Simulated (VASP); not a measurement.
# Y in VASP: single point with PBE

Aim: the single point of Y with PBE.

Everything below comes from runs of VASP 6.6.1. Logs are shortened: lines on timing, memory, paths and dates and some standing lists are left out, and cuts for length are marked.

## (1) The cell of the first run

The cell holds a cluster in a box, 1 atom: a = 9.500 Å, b = 9.500 Å, c = 9.500 Å, α = 90.00°, β = 90.00°, γ = 90.00°.

## (2) Single point, PBE

INCAR

```
  PREC = Accurate
  ENCUT = 400
  EDIFF = 1E-6
  ISMEAR = -1
  SIGMA = 0.1
  LREAL = F
  LASPH = T
  NELM = 120
  ALGO = Normal
  ISIF = 2
  LWAVE = F
  LCHARG = T
  GGA = PE
  LELF = T
  LVHAR = T
  NBANDS = 12
  GGA_COMPAT = F
```

KPOINTS

```
regular mesh
0
Gamma
  1 1 1
```

POSCAR

```
Y
1.0
    9.5000000000      0.0000000000      0.0000000000
    0.0000000000      9.5000000000      0.0000000000
    0.0000000000      0.0000000000      9.5000000000
Y
1
Direct
    0.5100000000      0.5200000000      0.4900000000
```

Potentials or basis: VASP PAW PBE potentials, release 64 (Y_sv).

Run with:

```console
$ cat potpaw_PBE.64/Y_sv/POTCAR > POTCAR
$ mpirun -np 1 vasp_gam > vasp.out
```

OUTCAR:

```text
PREC = Accurate
   ENCUT = 400
   EDIFF = 1E-6
   ISMEAR = -1
   LREAL = F
   LASPH = T
   NELM = 120
   ISIF = 2
   GGA = PE

 ion  position               nearest neighbor table
   1  0.510  0.520  0.490-

  LATTYP: Found a simple cubic cell.
 ALAT       =     9.5000000000

  Lattice vectors:

 A1 = (   9.5000000000,   0.0000000000,   0.0000000000)
 A2 = (   0.0000000000,   9.5000000000,   0.0000000000)
 A3 = (   0.0000000000,   0.0000000000,   9.5000000000)

Analysis of symmetry for initial positions (statically):
=====================================================================
 Subroutine PRICEL returns:
 Original cell was already a primitive cell.

 Routine SETGRP: Setting up the symmetry group for a
 simple cubic supercell.

 Subroutine GETGRP returns: Found 48 space group operations
 (whereof  2 operations were pure point group operations)
 out of a pool of 48 trial point group operations.

The static configuration has the point symmetry C_1h.
 The point group associated with its full space group is O_h .

Analysis of symmetry for dynamics (positions and initial velocities):
=====================================================================
 Subroutine PRICEL returns:
 Original cell was already a primitive cell.

 Routine SETGRP: Setting up the symmetry group for a
 simple cubic supercell.

 Subroutine GETGRP returns: Found 48 space group operations
 (whereof  2 operations were pure point group operations)
 out of a pool of 48 trial point group operations.

The dynamic configuration has the point symmetry C_1h.
 The point group associated with its full space group is O_h .

 Subroutine INISYM returns: Found 48 space group operations
 (whereof  2 operations are pure point group operations),
 and found     1 'primitive' translations

----------------------------------------------------------------------------------------

                                     Primitive cell

  volume of cell :     857.3750

  direct lattice vectors                    reciprocal lattice vectors
     9.500000000  0.000000000  0.000000000     0.105263158  0.000000000  0.000000000
     0.000000000  9.500000000  0.000000000     0.000000000  0.105263158  0.000000000
     0.000000000  0.000000000  9.500000000     0.000000000  0.000000000  0.105263158

  length of vectors
     9.500000000  9.500000000  9.500000000     0.105263158  0.105263158  0.105263158

  position of ions in fractional coordinates (direct lattice)
     0.510000000  0.520000000  0.490000000

  ion indices of the primitive-cell ions
   primitive index   ion index
                 1           1

----------------------------------------------------------------------------------------

 KPOINTS: regular mesh

Automatic generation of k-mesh.
 Grid dimensions read from file:
 generate k-points for:    1    1    1

 Generating k-lattice:

  Cartesian coordinates                     Fractional coordinates (reciprocal lattice)
     0.105263158  0.000000000  0.000000000     1.000000000  0.000000000  0.000000000
     0.000000000  0.105263158  0.000000000     0.000000000  1.000000000  0.000000000
     0.000000000  0.000000000  0.105263158     0.000000000  0.000000000  1.000000000

  Length of vectors
     0.105263158  0.105263158  0.105263158

  Shift w.r.t. Gamma in fractional coordinates (k-lattice)
     0.000000000  0.000000000  0.000000000

 Subroutine IBZKPT returns following result:
 ===========================================

 Found      1 irreducible k-points:

 Following reciprocal coordinates:
            Coordinates               Weight
  0.000000  0.000000  0.000000      1.000000
   k-points           NKPTS =      1   k-points in BZ     NKDIM =      1   number of bands    NBANDS=     12
   number of dos      NEDOS =    301   number of ions     NIONS =      1
   total plane-waves  NPLWV = 262144
   dimension x,y,z NGX =    64 NGY =   64 NGZ =   64
   dimension x,y,z NGXF=   128 NGYF=  128 NGZF=  128
   ions per type =               1
   NGX,Y,Z   is equivalent  to a cutoff of  11.20, 11.20, 11.20 a.u.
   NGXF,Y,Z  is equivalent  to a cutoff of  22.40, 22.40, 22.40 a.u.
 SYSTEM =  unknown system
   PREC   = accura    normal or accurate (medium, high low for compatibility)
   ISTART =      0    job   : 0-new  1-cont  2-samecut
   ICHARG =      2    charge: 1-file 2-atom 10-const
   ISPIN  =      1    spin polarized calculation?
   LNONCOLLINEAR =      F non collinear calculations
   LSORBIT =      F    spin-orbit coupling
   LASPH  =      T    aspherical Exc in radial PAW
   ENCUT  =  400.0 eV  29.40 Ry    5.42 a.u.  15.49 15.49 15.49*2*pi/ulx,y,z
   NELM   =    120;   NELMIN=  2; NELMDL= -5     # of ELM steps
   EDIFF  = 0.1E-05   stopping-criterion for ELM
   LREAL  =      F    real-space projection
   EDIFFG = 0.1E-04   stopping-criterion for IOM
   NSW    =      0    number of steps for IOM
   IBRION =     -1    ionic relax: 0-MD 1-quasi-New 2-CG
   NFREE  =      0    steps in history (QN), initial steepest desc. (CG)
   ISIF   =      2    stress and relaxation
   ISYM   =      2    0-nonsym 1-usesym 2-fastsym
   POTIM  = 0.5000    time-step for ionic-motion
   TEBEG  =    0.0;   TEEND  =   0.0 temperature during run
   PSTRESS=    0.0 pullay stress
   NELECT =      11.0000    total number of electrons
   NUPDOWN=      -1.0000    fix difference up-down
   EMIN   =  10.00;   EMAX   =-10.00  energy-range for DOS
   EFERMI =   0.00;   METHOD = LEGACY
   ISMEAR =    -1;   SIGMA  =   0.10  broadening in eV -4-tet -1-fermi 0-gaus
   EFERMI_NEDOS =   21; number of points for ismear=-14 and -15
   IALGO  =     38    algorithm
   IMIX   =      4    mixing-type and parameters
     AMIX     =   0.40;   BMIX     =  1.00
     AMIX_MAG =   1.60;   BMIX_MAG =  1.00
  volume/ion in A,a.u.               =     857.38      5785.85
  Fermi-wavevector in a.u.,A,eV,Ry     =   0.383250  0.724237  1.998431  0.146881
  Thomas-Fermi vector in A             =   1.320064
   LORBIT       =      0    0 simple, 1 ext, 2 COOP (PROOUT), +10 PAW based schemes
   GGA     = PE    functional components
   LHFCALC =     F    Hartree Fock is set to
   AEXX    =    0.0000 exact exchange contribution
   IVDW    =     0    specifies the selected vdW correction
   LEPSILON=     F    determine dielectric tensor
   LRPA    =     F    only Hartree local field effects (RPA)
 non-spin polarized calculation
  energy-cutoff  :      400.00
  volume of cell :      857.38
 maximum number of plane-waves:      7758
 NGX is ok and might be reduce to    64
   NGX = 31   NGY = 31   NGZ = 31

 number of electron      10.9999999 magnetization

 Free energy of the ion-electron system (eV)
  ---------------------------------------------------
  ext. energy  EPLUGINS =         0.00000000
  ---------------------------------------------------
  free energy    TOTEN  =        -2.24258203 eV

  energy without entropy =       -1.91910151  energy(sigma->0) =       -2.08084177

 E-fermi :  -2.4265     XC(G=0):  -1.6523

 val. band max:       -3.8327691173   @ k =   0.0000   0.0000   0.0000
 cond. band min:      -2.2282116768   @ k =   0.0000   0.0000   0.0000
 fundamental gap:      1.6045574405
 Fermi energy:        -2.4265065985

 k-point     1 :       0.0000    0.0000    0.0000
  band No.  band energies     occupation
      1     -47.7350      2.00000
      2     -27.6330      2.00000
      3     -27.6330      2.00000
      4     -27.6330      2.00000
      5      -3.8328      2.00000
      6      -2.2282      0.24201
      7      -2.2282      0.24201
      8      -2.1902      0.17199
      9      -2.1902      0.17199
     10      -2.1902      0.17199
     11      -0.9839      0.00000
     12      -0.9839      0.00000

------------------------ aborting loop because EDIFF is reached ----------------------------------------

  FORCE on cell =-STRESS in cart. coord.  units (eV):
  Direction    XX          YY          ZZ          XY          YZ          ZX
  --------------------------------------------------------------------------------------
  -------------------------------------------------------------------------------------
  Total       -0.1777504     -0.1777504     -0.1777504      0.0000000     -0.0000000     -0.0000000
  in kB       -0.3321624     -0.3321624     -0.3321624      0.0000000     -0.0000000     -0.0000000
  external PRESSURE =      -0.3321624 kB  Pullay stress =       0.0000000 kB

 VOLUME and BASIS-vectors are now :
 -----------------------------------------------------------------------------
  energy-cutoff  :      400.00
  volume of cell :      857.38
      direct lattice vectors                 reciprocal lattice vectors
     9.500000000  0.000000000  0.000000000     0.105263158  0.000000000  0.000000000
     0.000000000  9.500000000  0.000000000     0.000000000  0.105263158  0.000000000
     0.000000000  0.000000000  9.500000000     0.000000000  0.000000000  0.105263158

 POSITION                                       TOTAL-FORCE (eV/Angst)
 -----------------------------------------------------------------------------------
      4.84500      4.94000      4.65500         0.000000      0.000000     -0.000000
 -----------------------------------------------------------------------------------
    total drift:                                0.000003     -0.000001     -0.000003

  FREE ENERGIE OF THE ION-ELECTRON SYSTEM (eV)
  ---------------------------------------------------
  free  energy   TOTEN  =        -2.2425820284 eV

  energy  without entropy=       -1.9191015074  energy(sigma->0) =       -2.08084177
```

It took 86 s on 1 thread of Intel Xeon 8259CL, shared host; peak memory 0.51 GiB.

What came out:

| Quantity | Value |
| --- | --- |
| Free energy | -2.2426 eV |
| Gap between the frontier levels | zero (an odd number of electrons rules out a gap without spin polarisation) |
